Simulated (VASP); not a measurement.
# BH3C18 in VASP: further runs

BH3C18 is run at these levels: PBEsol; tasks: single point.

Everything below comes from runs of VASP 6.6.1. Logs are shortened: lines on timing, memory, paths and dates and some standing lists are left out, and cuts for length are marked.

## (1) The cell of the first run

The cell holds a slab with vacuum, 22 atoms: a = 7.398 Å, b = 7.398 Å, c = 13.000 Å, α = 90.00°, β = 90.00°, γ = 120.00°.

## (2) Single point, PBEsol

The input, INCAR:

```
ALGO = Normal
EDIFF = 1E-6
ENCUT = 520
GGA = PS
ISIF = 2
ISMEAR = 0
LASPH = True
LCHARG = True
LELF = True
LREAL = Auto
LVHAR = True
LWAVE = False
NBANDS = 56
NELM = 100
PREC = Accurate
SIGMA = 0.02
```

The input, KPOINTS:

```
k-points
0
Gamma
  2 2 1
```

The input, POSCAR:

```
BH3C18
1.0
    7.3980000000      0.0000000000      0.0000000000
   -3.6990000000      6.4068560000      0.0000000000
    0.0000000000      0.0000000000     13.0000000000
C B H
18 1 3
Direct
    0.0001846578     -0.0033620461      0.0695402419
    0.2230454476      0.1085325470      0.0674915632
   -0.0001139396      0.3327543588      0.0696172136
    0.2232692105      0.4437856115      0.0676416110
    0.0012656055      0.6655396428      0.0663124416
    0.2219826313      0.7758460295      0.0667645146
    0.3325110394     -0.0020087923      0.0666687581
    0.5562778815      0.1101536035      0.0672437910
    0.3342575400      0.3320306098      0.0673242880
    0.5553455616      0.4425269243      0.0666910568
    0.3327890609      0.6640359088      0.0668290030
    0.5560783619      0.7752141309      0.0673382666
    0.6664361447     -0.0018699009      0.0696004913
    0.8886474829      0.1091682296      0.0753836311
    0.6663301013      0.3306129039      0.0669540410
    0.8898395078      0.4422516786      0.0671013907
    0.6660528862      0.6649765661      0.0670143622
    0.8900601833      0.7768926060      0.0671085806
    0.8791132609      0.1049107974      0.2460139233
    0.7820721455     -0.0823045400      0.2560211994
    1.0659973881      0.1949330833      0.2574920002
    0.7887506410      0.2017690475      0.2559634307
```

Potentials or basis: VASP PAW PBE potentials, release 64 (C, B, H).

Launch:

```
cat potpaw_PBE.64/C/POTCAR potpaw_PBE.64/B/POTCAR potpaw_PBE.64/H/POTCAR > POTCAR
mpirun -np 1 vasp_std > vasp.out
```

OUTCAR:

```text
EDIFF = 1E-6
   ENCUT = 520
   GGA = PS
   ISIF = 2
   ISMEAR = 0
   LASPH = True
   LREAL = Auto
   NELM = 100
   PREC = Accurate

 ion  position               nearest neighbor table
   1  0.000  0.997  0.070-  18 1.41   2 1.43  14 1.44
   2  0.223  0.109  0.067-   7 1.41   1 1.43   9 1.43
   3  1.000  0.333  0.070-  16 1.41   4 1.43  14 1.43
   4  0.223  0.444  0.068-  11 1.41   9 1.43   3 1.43
   5  0.001  0.666  0.066-   6 1.41  18 1.43  16 1.43
   6  0.222  0.776  0.067-   5 1.41   7 1.42  11 1.43
[... 11 lines left out ...]
  18  0.890  0.777  0.067-   1 1.41   5 1.43  17 1.44
  19  0.879  0.105  0.246-  22 1.21  20 1.21  21 1.21
  20  0.782  0.918  0.256-  19 1.21
  21  0.066  0.195  0.257-  19 1.21
  22  0.789  0.202  0.256-  19 1.21

  LATTYP: Found a hexagonal cell.
 ALAT       =     7.3980000000
 C/A-ratio  =     1.7572316842

  Lattice vectors:

 A1 = (   7.3980000000,   0.0000000000,   0.0000000000)
 A2 = (  -3.6990000000,   6.4068560000,   0.0000000000)
 A3 = (   0.0000000000,   0.0000000000,  13.0000000000)

Analysis of symmetry for initial positions (statically):
=====================================================================
 Subroutine PRICEL returns:
 Original cell was already a primitive cell.

 Routine SETGRP: Setting up the symmetry group for a
 hexagonal supercell.

 Subroutine GETGRP returns: Found  1 space group operations
 (whereof  1 operations were pure point group operations)
 out of a pool of 24 trial point group operations.

The static configuration has the point symmetry C_1 .

Analysis of symmetry for dynamics (positions and initial velocities):
=====================================================================
 Subroutine PRICEL returns:
 Original cell was already a primitive cell.

 Routine SETGRP: Setting up the symmetry group for a
 hexagonal supercell.

 Subroutine GETGRP returns: Found  1 space group operations
 (whereof  1 operations were pure point group operations)
 out of a pool of 24 trial point group operations.

The dynamic configuration has the point symmetry C_1 .

 Subroutine INISYM returns: Found  1 space group operations
 (whereof  1 operations are pure point group operations),
 and found     1 'primitive' translations

[... 115 lines left out ...]
   EDIFFG = 0.1E-04   stopping-criterion for IOM
   NSW    =      0    number of steps for IOM
   IBRION =     -1    ionic relax: 0-MD 1-quasi-New 2-CG
   NFREE  =      0    steps in history (QN), initial steepest desc. (CG)
   ISIF   =      2    stress and relaxation
   ISYM   =      2    0-nonsym 1-usesym 2-fastsym
   POTIM  = 0.5000    time-step for ionic-motion
   TEBEG  =    0.0;   TEEND  =   0.0 temperature during run
   PSTRESS=    0.0 pullay stress
   NELECT =      78.0000    total number of electrons
   NUPDOWN=      -1.0000    fix difference up-down
   EMIN   =  10.00;   EMAX   =-10.00  energy-range for DOS
   EFERMI =   0.00;   METHOD = LEGACY
   ISMEAR =     0;   SIGMA  =   0.02  broadening in eV -4-tet -1-fermi 0-gaus
   EFERMI_NEDOS =   21; number of points for ismear=-14 and -15
   IALGO  =     38    algorithm
   IMIX   =      4    mixing-type and parameters
     AMIX     =   0.40;   BMIX     =  1.00
     AMIX_MAG =   1.60;   BMIX_MAG =  1.00
  volume/ion in A,a.u.               =      28.01       189.01
  Fermi-wavevector in a.u.,A,eV,Ry     =   0.822001  1.553356  9.193253  0.675685
  Thomas-Fermi vector in A             =   1.933259
   LORBIT       =      0    0 simple, 1 ext, 2 COOP (PROOUT), +10 PAW based schemes
   GGA     = PS    functional components
   LHFCALC =     F    Hartree Fock is set to
   AEXX    =    0.0000 exact exchange contribution
   IVDW    =     0    specifies the selected vdW correction
   LEPSILON=     F    determine dielectric tensor
   LRPA    =     F    only Hartree local field effects (RPA)
 non-spin polarized calculation
 Gauss-broadening in eV      SIGMA  =   0.02
  energy-cutoff  :      520.00
  volume of cell :      616.17
 maximum number of plane-waves:     16651
 NGX is ok and might be reduce to    56
   NGX = 27   NGY = 27   NGZ = 49

 number of electron      77.9999998 magnetization

 Free energy of the ion-electron system (eV)
  ---------------------------------------------------
  ext. energy  EPLUGINS =         0.00000000
  ---------------------------------------------------
  free energy    TOTEN  =      -188.92650859 eV

  energy without entropy =     -188.92492492  energy(sigma->0) =     -188.92571675

 E-fermi :  -2.2519     XC(G=0):  -3.7988

 val. band max:       -2.2744382317   @ k =   0.0000   0.0000   0.0000
 cond. band min:      -2.2293520585   @ k =   0.0000   0.0000   0.0000
 fundamental gap:      0.0450861732
 Fermi energy:        -2.2518951451

 k-point     1 :       0.0000    0.0000    0.0000
  band No.  band energies     occupation
      1     -21.7000      2.00000
      2     -19.1990      2.00000
      3     -19.1471      2.00000
      4     -19.1229      2.00000
      5     -19.1078      2.00000
      6     -19.0660      2.00000
[... 205 lines left out ...]
     50       3.9979      0.00000
     51       4.0951      0.00000
 [bands above 51 left out]

------------------------ aborting loop because EDIFF is reached ----------------------------------------

  FORCE on cell =-STRESS in cart. coord.  units (eV):
  Direction    XX          YY          ZZ          XY          YZ          ZX
  --------------------------------------------------------------------------------------
  -------------------------------------------------------------------------------------
  Total       -1.6588618     -2.4974811     -0.1288676      1.1662707      0.0021145     -0.0111613
  in kB       -4.3133843     -6.4939680     -0.3350824      3.0325455      0.0054981     -0.0290216
  external PRESSURE =      -3.7141449 kB  Pullay stress =       0.0000000 kB

 VOLUME and BASIS-vectors are now :
 -----------------------------------------------------------------------------
  energy-cutoff  :      520.00
  volume of cell :      616.17
      direct lattice vectors                 reciprocal lattice vectors
     7.398000000  0.000000000  0.000000000     0.135171668  0.078041398  0.000000000
    -3.699000000  6.406856000  0.000000000     0.000000000  0.156082796  0.000000000
     0.000000000  0.000000000 13.000000000     0.000000000  0.000000000  0.076923077

 POSITION                                       TOTAL-FORCE (eV/Angst)
 -----------------------------------------------------------------------------------
     -3.68520      6.38532      0.90402        -0.002435      0.002959     -0.001142
      1.24863      0.69535      0.87739         0.011240      0.001072     -0.003591
      6.16630      2.13191      0.90502         0.011395     -0.000957     -0.005731
      0.01018      2.84327      0.87934        -0.012588      0.001717     -0.000215
     -2.45247      4.26402      0.86206        -0.000672     -0.008566     -0.000883
     -1.22763      4.97073      0.86794         0.004040      0.001411      0.003606
[... 14 lines left out ...]
     -0.23281      1.24891      3.34740         0.018180      0.015378      0.003971
      5.08883      1.29271      3.32752        -0.019668      0.008258      0.009424
 -----------------------------------------------------------------------------------
    total drift:                                0.010917      0.000782     -0.013769

  FREE ENERGIE OF THE ION-ELECTRON SYSTEM (eV)
  ---------------------------------------------------
  free  energy   TOTEN  =      -188.9265085854 eV

  energy  without entropy=     -188.9249249181  energy(sigma->0) =     -188.92571675
```

stdout:

```text
POSCAR found type information on POSCAR C B H
 POSCAR found :  3 types and      22 ions
 scaLAPACK will be used
 -----------------------------------------------------------------------------
|                                                                             |
|                                                                             |
|     You enforced a specific xc type in the INCAR file but a different       |
|     I HOPE YOU KNOW WHAT YOU ARE DOING!                                     |
|                                                                             |
 -----------------------------------------------------------------------------

 LDA part: xc-table for (Slater+PW92), standard interpolation
 POSCAR, INCAR and KPOINTS ok, starting setup
 FFT: planning ... GRIDC
 FFT: planning ... GRID_SOFT
 FFT: planning ... GRID
 WAVECAR not read
 entering main loop
```

Run time: 3.1 min. Hardware: 1 thread of Intel Xeon 6975P-C (Granite Rapids), shared host; peak memory 0.64 GiB.

Results:

| Quantity | Value |
| --- | --- |
| Free energy | -188.9265 eV |
| Largest force | 0.024 eV/Å |
| Band gap on the k mesh | 0.04 eV |

Forces on the atoms (eV/Å):
```
C   -0.002  0.003 -0.001
C    0.011  0.001 -0.004
C    0.011 -0.001 -0.006
C   -0.013  0.002  0.000
C   -0.001 -0.009 -0.001
C    0.004  0.001  0.004
C    0.007  0.010  0.000
C   -0.006 -0.007  0.001
C   -0.003 -0.004  0.003
C   -0.011  0.005  0.000
C    0.004  0.001 -0.001
C   -0.006 -0.007 -0.002
C    0.002  0.004 -0.001
C    0.010 -0.002  0.002
C    0.008  0.000  0.003
C    0.001  0.005 -0.003
C   -0.004  0.005  0.002
C   -0.007 -0.006 -0.003
B   -0.009 -0.003 -0.014
H    0.004 -0.023  0.007
H    0.018  0.015  0.004
H   -0.020  0.008  0.009
```

Caveat: the k points lie up to 0.49 Å⁻¹ apart; the PAW data sets were made with another functional, which shifts forces and pressure a little.

## (3) Single point, PBEsol

INCAR is that of step 2.

KPOINTS is that of step 2.

The input, POSCAR:

```
BH3C18
1.0
    7.3980000000      0.0000000000      0.0000000000
   -3.6990000000      6.4068560000      0.0000000000
    0.0000000000      0.0000000000     13.0000000000
C B H
18 1 3
Direct
    0.0001846276     -0.0033620234      0.0695402308
    0.2230453718      0.1085324846      0.0674915385
   -0.0001139196      0.3327543182      0.0696172308
    0.2232692192      0.4437855322      0.0676416154
    0.0012656581      0.6655396968      0.0663124615
    0.2219826419      0.7758460624      0.0667645385
    0.3325110168     -0.0020087856      0.0666687692
    0.5562779157      0.1101535605      0.0672437692
    0.3342575088      0.3320305623      0.0673243077
    0.5553454895      0.4425268806      0.0666910769
    0.3327890739      0.6640358391      0.0668290000
    0.5560783852      0.7752140832      0.0673383077
    0.6664361103     -0.0018698719      0.0696004615
    0.8886475004      0.1091682098      0.0753836154
    0.6663300862      0.3306128622      0.0669540769
    0.8898395597      0.4422517066      0.0671013846
    0.6660528871      0.6649765501      0.0670143846
    0.8900601133      0.7768925976      0.0671086154
    0.8791132502      0.1049107394      0.2460139231
    0.7820721412     -0.0823044876      0.2560212308
    1.0659973456      0.1949330530      0.2574920000
    0.7887506856      0.2017690112      0.2559634615
```

Potentials or basis: VASP PAW PBE potentials, release 64 (C, B, H).

Launch:

```
cat potpaw_PBE.64/C/POTCAR potpaw_PBE.64/B/POTCAR potpaw_PBE.64/H/POTCAR > POTCAR
mpirun -np 1 vasp_std > vasp.out
```

OUTCAR:

```text
EDIFF = 1E-6
   ENCUT = 520
   GGA = PS
   ISIF = 2
   ISMEAR = 0
   LASPH = True
   LREAL = Auto
   NELM = 100
   PREC = Accurate

 ion  position               nearest neighbor table
   1  0.000  0.997  0.070-  18 1.41   2 1.43  14 1.44
   2  0.223  0.109  0.067-   7 1.41   1 1.43   9 1.43
   3  1.000  0.333  0.070-  16 1.41   4 1.43  14 1.43
   4  0.223  0.444  0.068-  11 1.41   9 1.43   3 1.43
   5  0.001  0.666  0.066-   6 1.41  18 1.43  16 1.43
   6  0.222  0.776  0.067-   5 1.41   7 1.42  11 1.43
[... 11 lines left out ...]
  18  0.890  0.777  0.067-   1 1.41   5 1.43  17 1.44
  19  0.879  0.105  0.246-  22 1.21  20 1.21  21 1.21
  20  0.782  0.918  0.256-  19 1.21
  21  0.066  0.195  0.257-  19 1.21
  22  0.789  0.202  0.256-  19 1.21

  LATTYP: Found a hexagonal cell.
 ALAT       =     7.3980000000
 C/A-ratio  =     1.7572316842

  Lattice vectors:

 A1 = (   7.3980000000,   0.0000000000,   0.0000000000)
 A2 = (  -3.6990000000,   6.4068560000,   0.0000000000)
 A3 = (   0.0000000000,   0.0000000000,  13.0000000000)

Analysis of symmetry for initial positions (statically):
=====================================================================
 Subroutine PRICEL returns:
 Original cell was already a primitive cell.

 Routine SETGRP: Setting up the symmetry group for a
 hexagonal supercell.

 Subroutine GETGRP returns: Found  1 space group operations
 (whereof  1 operations were pure point group operations)
 out of a pool of 24 trial point group operations.

The static configuration has the point symmetry C_1 .

Analysis of symmetry for dynamics (positions and initial velocities):
=====================================================================
 Subroutine PRICEL returns:
 Original cell was already a primitive cell.

[... 148 lines left out ...]
  Fermi-wavevector in a.u.,A,eV,Ry     =   0.822001  1.553356  9.193253  0.675685
  Thomas-Fermi vector in A             =   1.933259
   LORBIT       =      0    0 simple, 1 ext, 2 COOP (PROOUT), +10 PAW based schemes
   GGA     = PS    functional components
   LHFCALC =     F    Hartree Fock is set to
   AEXX    =    0.0000 exact exchange contribution
   IVDW    =     0    specifies the selected vdW correction
   LEPSILON=     F    determine dielectric tensor
   LRPA    =     F    only Hartree local field effects (RPA)
 non-spin polarized calculation
 Gauss-broadening in eV      SIGMA  =   0.02
  energy-cutoff  :      520.00
  volume of cell :      616.17
 maximum number of plane-waves:     16651
 NGX is ok and might be reduce to    56
   NGX = 27   NGY = 27   NGZ = 49

 number of electron      77.9999998 magnetization

 Free energy of the ion-electron system (eV)
  ---------------------------------------------------
  ext. energy  EPLUGINS =         0.00000000
  ---------------------------------------------------
  free energy    TOTEN  =      -188.92650857 eV

  energy without entropy =     -188.92492492  energy(sigma->0) =     -188.92571674

 E-fermi :  -2.2519     XC(G=0):  -3.7988

 val. band max:       -2.2744384203   @ k =   0.0000   0.0000   0.0000
 cond. band min:      -2.2293520275   @ k =   0.0000   0.0000   0.0000
 fundamental gap:      0.0450863928
 Fermi energy:        -2.2518952239

 k-point     1 :       0.0000    0.0000    0.0000
  band No.  band energies     occupation
      1     -21.7000      2.00000
      2     -19.1990      2.00000
      3     -19.1471      2.00000
      4     -19.1229      2.00000
      5     -19.1078      2.00000
      6     -19.0660      2.00000
[... 205 lines left out ...]
     50       3.9979      0.00000
     51       4.0951      0.00000
 [bands above 51 left out]

------------------------ aborting loop because EDIFF is reached ----------------------------------------

  FORCE on cell =-STRESS in cart. coord.  units (eV):
  Direction    XX          YY          ZZ          XY          YZ          ZX
  --------------------------------------------------------------------------------------
  -------------------------------------------------------------------------------------
  Total       -1.6588693     -2.4974428     -0.1288692      1.1662724      0.0021155     -0.0111632
  in kB       -4.3134039     -6.4938686     -0.3350867      3.0325499      0.0055008     -0.0290267
  external PRESSURE =      -3.7141197 kB  Pullay stress =       0.0000000 kB

 VOLUME and BASIS-vectors are now :
 -----------------------------------------------------------------------------
  energy-cutoff  :      520.00
  volume of cell :      616.17
      direct lattice vectors                 reciprocal lattice vectors
     7.398000000  0.000000000  0.000000000     0.135171668  0.078041398  0.000000000
    -3.699000000  6.406856000  0.000000000     0.000000000  0.156082796  0.000000000
     0.000000000  0.000000000 13.000000000     0.000000000  0.000000000  0.076923077

 POSITION                                       TOTAL-FORCE (eV/Angst)
 -----------------------------------------------------------------------------------
     -3.68520      6.38532      0.90402        -0.002424      0.002938     -0.001141
      1.24863      0.69535      0.87739         0.011251      0.001078     -0.003586
      6.16630      2.13191      0.90502         0.011382     -0.000950     -0.005736
      0.01018      2.84327      0.87934        -0.012595      0.001727     -0.000214
     -2.45247      4.26402      0.86206        -0.000695     -0.008567     -0.000883
     -1.22763      4.97073      0.86794         0.004057      0.001401      0.003603
[... 14 lines left out ...]
     -0.23281      1.24891      3.34740         0.018185      0.015380      0.003971
      5.08883      1.29271      3.32752        -0.019671      0.008261      0.009423
 -----------------------------------------------------------------------------------
    total drift:                                0.010918      0.000777     -0.013765

  FREE ENERGIE OF THE ION-ELECTRON SYSTEM (eV)
  ---------------------------------------------------
  free  energy   TOTEN  =      -188.9265085683 eV

  energy  without entropy=     -188.9249249205  energy(sigma->0) =     -188.92571674
```

stdout:

```text
POSCAR found type information on POSCAR C B H
 POSCAR found :  3 types and      22 ions
 scaLAPACK will be used
 -----------------------------------------------------------------------------
|                                                                             |
|                                                                             |
|     You enforced a specific xc type in the INCAR file but a different       |
|     I HOPE YOU KNOW WHAT YOU ARE DOING!                                     |
|                                                                             |
 -----------------------------------------------------------------------------

 LDA part: xc-table for (Slater+PW92), standard interpolation
 POSCAR, INCAR and KPOINTS ok, starting setup
 FFT: planning ... GRIDC
 FFT: planning ... GRID_SOFT
 FFT: planning ... GRID
 WAVECAR not read
 entering main loop
```

It took 3 min on 1 thread of Intel Xeon 6975P-C (Granite Rapids), shared host; peak memory 0.64 GiB.

Results:

```yaml
Free_energy: -188.9265 eV
Largest_force: 0.024 eV/Å
Band_gap_on_the_k_mesh: 0.04 eV
```

Forces in eV/Å, atoms in the order of the input:
```
C   -0.002  0.003 -0.001
C    0.011  0.001 -0.004
C    0.011 -0.001 -0.006
C   -0.013  0.002  0.000
C   -0.001 -0.009 -0.001
C    0.004  0.001  0.004
C    0.007  0.010  0.000
C   -0.006 -0.007  0.001
C   -0.003 -0.004  0.003
C   -0.011  0.005  0.000
C    0.004  0.001 -0.001
C   -0.006 -0.007 -0.002
C    0.002  0.004 -0.001
C    0.010 -0.002  0.002
C    0.008  0.000  0.003
C    0.001  0.005 -0.003
C   -0.004  0.005  0.002
C   -0.007 -0.006 -0.003
B   -0.009 -0.003 -0.014
H    0.004 -0.023  0.007
H    0.018  0.015  0.004
H   -0.020  0.008  0.009
```

Levels at points of the mesh, in eV from the valence-band top:
| k point | band 37 | band 38 | band 39 | band 40 | band 41 | band 42 |
| --- | --- | --- | --- | --- | --- | --- |
| (0.00, 0.00, 0.00) | -2.67 | -0.21 | 0.00 | 0.04 | 0.19 | 3.15 |
| (0.50, 0.00, 0.00) | -2.36 | -2.31 | -2.17 | 1.58 | 2.20 | 2.55 |
| (0.00, 0.50, 0.00) | -2.33 | -2.30 | -2.19 | 1.56 | 2.20 | 2.58 |
| (0.50, 0.50, 0.00) | -2.33 | -2.29 | -2.20 | 1.56 | 2.20 | 2.59 |

Caveat: the k points lie up to 0.49 Å⁻¹ apart; the PAW data sets were made with another functional, which shifts forces and pressure a little.
